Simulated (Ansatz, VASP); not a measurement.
# Two plane-wave programs on Bi2B3Br

The input INCAR:

```
SYSTEM = Bi2B3Br
PREC     = Accurate       ! precision mode
ENCUT    = 520            ! plane-wave cutoff, eV
EDIFF    = 1E-6           ! SCF threshold, eV
ISMEAR   = 0              ! smearing method
SIGMA    = 0.1            ! smearing width, eV
LREAL    = .FALSE.        ! projectors in reciprocal space
LASPH    = .TRUE.         ! aspherical terms in the spheres
NELM     = 60             ! most SCF steps
ALGO     = Normal         ! electronic algorithm
ISIF     = 2              ! what is computed and relaxed
LWAVE    = .FALSE.        ! write WAVECAR
LCHARG   = .FALSE.        ! write CHGCAR
GGA      = PE             ! functional
NBANDS   = 32             ! bands
```

File KPOINTS:

```
regular mesh
0
G
  6 6 4
  0 0 0
```

File POSCAR:

```
Bi2B3Br
1.0
    5.0120112300      0.0000000000      0.0000000000
   -2.5060056100      4.3405290500      0.0000000000
    0.0000000000      0.0000000000      6.4389269900
B Bi Br
3 2 1
Direct
    0.5000000000      0.0000000000      0.5000000000
    0.0000000000      0.5000000000      0.5000000000
    0.5000000000      0.5000000000      0.5000000000
    0.0000000000      0.0000000000      0.8159805100
    0.0000000000      0.0000000000      0.1840194900
    0.0000000000      0.0000000000      0.5000000000
```

Input for Ansatz:

```yaml
crystal:
  lattice:
    - [5.01201123, 0.0, 0.0]
    - [-2.50600561, 4.34052905, 0.0]
    - [0.0, 0.0, 6.43892699]
  atoms:
    - { symbol: B, position: [0.5, 0.0, 0.5] }
    - { symbol: B, position: [0.0, 0.5, 0.5] }
    - { symbol: B, position: [0.5, 0.5, 0.5] }
    - { symbol: Bi, position: [0.0, 0.0, 0.81598051] }
    - { symbol: Bi, position: [0.0, 0.0, 0.18401949] }
    - { symbol: Br, position: [0.0, 0.0, 0.5] }
basis:
  ecutwfc: 420
kpoints:
  mp_grid: { grid: [6, 6, 4] }
hamiltonian:
  xc: pbe
scf:
  occupations: { method: gaussian, width: 0.1 }
  lower_state_search: "off"
output:
  forces: true
  stress: true
  eigenvalues: true
```

Alike in both runs: task single point; functional PBE; k mesh 6 × 6 × 4; occupations gaussian, width 0.1 eV; no spin polarisation.

|  | VASP | Ansatz |
| --- | --- | --- |
| version | VASP 6.6.1 | Ansatz 0.2.0 |
| potentials or method | VASP PAW PBE potentials, release 64 (B, Bi_d, Br), cutoff 520 eV | scalar-relativistic, plane waves, PAW |
| valence electrons in the cell | 46 | 46 |

Ansatz gave:

| Item | Value |
| --- | --- |
| gap on the k mesh at the Fermi level (eV) | none |
| rms of the force components (eV/Å) | 3.500 |

Question: What did VASP give for the same quantities?

Answer: gap on the k mesh at the Fermi level (eV): none; rms of the force components (eV/Å): 3.446.

Atom by atom the forces differ by 0.054 eV/Å (rms over components). A gap of «none» marks a metal or a gap that the smearing closes.

Spin-orbit coupling is off throughout.
